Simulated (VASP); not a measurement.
# Yb (Fd-3m) in VASP: further runs, part 2 of 2

VASP 6.6.1. The steps go on from the part before.

### 3 Single point, PBE

This run uses another cell than the first one, of 80.39 Å³/atom.

INCAR reads:

```
SYSTEM = Yb
  ALGO = Normal
  EDIFF = 1E-7
  ENCUT = 520
  GGA = PE
  ISIF = 2
  ISMEAR = -1
  LASPH = .True.
  LCHARG = .False.
  LREAL = .False.
  LWAVE = .False.
  NBANDS = 31
  NELM = 60
  PREC = Accurate
  SIGMA = 0.06122561905347299
```

KPOINTS reads:

```
k-points
0
Gamma
  11 11 11
  0 0 0
```

POSCAR reads:

```
Yb
1.0
    0.0000000000      4.3158556093      4.3158556093
    4.3158556093      0.0000000000      4.3158556093
    4.3158556093      4.3158556093      0.0000000000
Yb
2
Direct
    0.0000000000      0.0000000000      0.0000000000
    0.2500000000      0.2500000000      0.2500000000
```

Potentials or basis: VASP PAW PBE potentials, release 64 (Yb).

Command:

```
$ cat potpaw_PBE.64/Yb/POTCAR > POTCAR
$ mpirun -np 1 vasp_std > vasp.out
```

OUTCAR:

```text
SYSTEM = Yb
   EDIFF = 1E-7
   ENCUT = 520
   GGA = PE
   ISIF = 2
   ISMEAR = -1
   LASPH = .True.
   LREAL = .False.
   NELM = 60
   PREC = Accurate

 ion  position               nearest neighbor table
   1  0.000  0.000  0.000-   2 3.74   2 3.74   2 3.74   2 3.74
   2  0.250  0.250  0.250-   1 3.74   1 3.74   1 3.74   1 3.74

  LATTYP: Found a face centered cubic cell.
 ALAT       =     8.6317112186

  Lattice vectors:

 A1 = (   0.0000000000,   4.3158556093,   4.3158556093)
[... 1004 lines left out ...]
------------------------ aborting loop because EDIFF is reached ----------------------------------------

  FORCE on cell =-STRESS in cart. coord.  units (eV):
  Direction    XX          YY          ZZ          XY          YZ          ZX
  --------------------------------------------------------------------------------------
  -------------------------------------------------------------------------------------
  Total        0.1173701      0.1173701      0.1173701     -0.0000000      0.0000000      0.0000000
  in kB        1.1695995      1.1695995      1.1695995     -0.0000000      0.0000000      0.0000000
  external PRESSURE =       1.1695995 kB  Pullay stress =       0.0000000 kB

 VOLUME and BASIS-vectors are now :
 -----------------------------------------------------------------------------
  energy-cutoff  :      520.00
  volume of cell :      160.78
      direct lattice vectors                 reciprocal lattice vectors
     0.000000000  4.315855609  4.315855609    -0.115851883  0.115851883  0.115851883
     4.315855609  0.000000000  4.315855609     0.115851883 -0.115851883  0.115851883
     4.315855609  4.315855609  0.000000000     0.115851883  0.115851883 -0.115851883

 POSITION                                       TOTAL-FORCE (eV/Angst)
 -----------------------------------------------------------------------------------
      0.00000      0.00000      0.00000         0.000000      0.000000      0.000000
      2.15793      2.15793      2.15793        -0.000000     -0.000000     -0.000000
 -----------------------------------------------------------------------------------
    total drift:                               -0.000000     -0.000000     -0.000000

  FREE ENERGIE OF THE ION-ELECTRON SYSTEM (eV)
  ---------------------------------------------------
  free  energy   TOTEN  =        -4.7796776444 eV

  energy  without entropy=       -4.7249170829  energy(sigma->0) =       -4.75229736
```

OSZICAR:

```text
N       E                     dE             d eps       ncg     rms          rms(c)
DAV:   1     0.412150762861E+03    0.41215E+03   -0.16040E+04  4731   0.921E+03
DAV:   2     0.109758496974E+03   -0.30239E+03   -0.27689E+03  5254   0.912E+02
DAV:   3     0.105000352191E+02   -0.99258E+02   -0.97801E+02  5575   0.298E+02
DAV:   4    -0.211807736666E+01   -0.12618E+02   -0.12470E+02  6353   0.828E+01
[... 26 lines left out ...]
DAV:  31    -0.477967987427E+01    0.20471E-04   -0.23032E-05  5130   0.137E-01    0.880E-02
DAV:  32    -0.477968119032E+01   -0.13161E-05   -0.20658E-06  6096   0.226E-02    0.835E-02
DAV:  33    -0.477967811916E+01    0.30712E-05   -0.33166E-06  5377   0.459E-02    0.604E-02
DAV:  34    -0.477967770169E+01    0.41748E-06   -0.46385E-07  3862   0.132E-02    0.402E-02
DAV:  35    -0.477967764443E+01    0.57256E-07   -0.27549E-07  3340   0.491E-03
   1 F= -.47796776E+01 E0= -.47522974E+01  d E =-.547606E-01
```

Wall time 7 min (1 thread of Intel Xeon 6975P-C (Granite Rapids), shared host); peak memory 0.47 GiB.

Results:

* Free energy: -4.7797 eV
* Pressure: 0.1 GPa
* Band gap on the k mesh: zero (bands 24 and 25 overlap by 1.08 eV)

Caveat: spin-orbit coupling is left out, which moves the levels of the heavy elements.

### 4 Single point, PBE

This run uses another cell than the first one, of 80.39 Å³/atom.

INCAR reads:

```
PREC     = Accurate       # precision mode
ENCUT    = 520            # plane-wave cutoff, eV
EDIFF    = 1E-6           # SCF threshold, eV
ISMEAR   = -1             # smearing method
SIGMA    = 0.06122561905347299 # smearing width, eV
LREAL    = False          # projectors in reciprocal space
LASPH    = True           # aspherical terms in the spheres
NELM     = 60             # most SCF steps
ALGO     = Normal         # electronic algorithm
ISIF     = 2              # what is computed and relaxed
LWAVE    = False          # write WAVECAR
LCHARG   = False          # write CHGCAR
GGA      = PE             # functional
NBANDS   = 31             # bands
```

KPOINTS reads:

```
regular mesh
0
Gamma
  11 11 11
```

POSCAR is that of step 3.

Command:

```
$ cat potpaw_PBE.64/Yb/POTCAR > POTCAR
$ mpirun -np 1 vasp_std > vasp.out
```

Wall time 7.5 min (1 thread of Intel Xeon 6975P-C (Granite Rapids), shared host); peak memory 0.46 GiB.

The run converged. Its results:

* Free energy: -4.7797 eV
* Pressure: 0.5 GPa
* Band gap on the k mesh: zero (bands 24 and 25 overlap by 1.08 eV)

Levels at points of the mesh, in eV from the Fermi level:
```csv
k point,band 22,band 23,band 24,band 25,band 26,band 27
"(0.00, 0.00, 0.00)",-0.37,-0.37,0.94,0.94,0.94,1.17
```

Caveat: spin-orbit coupling is left out, which moves the levels of the heavy elements.

### 5 Single point, PBE

This run uses another cell than the first one, of 82.03 Å³/atom.

INCAR reads:

```
SYSTEM = Yb
ALGO = Normal ; EDIFF = 1E-6
ENCUT = 520 ; GGA = PE
ISIF = 2 ; ISMEAR = -1
LASPH = .True. ; LCHARG = .True.
LELF = .True. ; LREAL = .False.
LVHAR = .True. ; LWAVE = .False.
NBANDS = 31 ; NELM = 80
PREC = Accurate ; SIGMA = 0.06122561905347299
```

KPOINTS reads:

```
k-points
0
Gamma
  11 11 11
  0 0 0
```

POSCAR reads:

```
Yb
1.0
    0.0000000000      4.3450176805      4.3450176805
    4.3450176805      0.0000000000      4.3450176805
    4.3450176805      4.3450176805      0.0000000000
Yb
2
Direct
    0.0000000000      0.0000000000      0.0000000000
    0.2500000000      0.2500000000      0.2500000000
```

Command:

```
$ cat potpaw_PBE.64/Yb/POTCAR > POTCAR
$ mpirun -np 1 vasp_std > vasp.out
```

Wall time 8.1 min (1 thread of Intel Xeon 6975P-C (Granite Rapids), shared host); peak memory 0.47 GiB.

It converged, with:

* Free energy: -4.7790 eV
* Pressure: 0.2 GPa
* Band gap on the k mesh: zero (bands 24 and 25 overlap by 1.06 eV)

Levels at points of the mesh, in eV from the Fermi level:
```csv
k point,band 21,band 22,band 23,band 24,band 25,band 26,band 27,band 28
"(0.00, 0.00, 0.00)",-0.37,-0.37,-0.37,0.93,0.93,0.93,1.17,1.17
```

Caveat: spin-orbit coupling is left out, which moves the levels of the heavy elements. Spin polarisation is off, so any magnetic state and its effect on volume and gap are missing.

### 6 Summary

| cell | gap on the mesh (eV) | pressure (GPa) |
| --- | --- | --- |
| a = 6.226 Å, angles 60.0°, 2 atoms | none | -0.2 |
| a = 6.104 Å, angles 60.0°, 2 atoms | none | 0.5 |
| a = 6.145 Å, angles 60.0°, 2 atoms | none | 0.2 |

Alike in all rows: task single point; level PBE; potentials or basis VASP PAW PBE potentials, release 64 (Yb); no spin polarisation; k mesh 11 × 11 × 11; cutoff (eV) 520; smearing fermi-dirac 0.0612256 eV.

Caveats: spin-orbit coupling is left out, which moves the levels of the heavy elements.

Absolute energies hang on the potentials; compare differences alone.
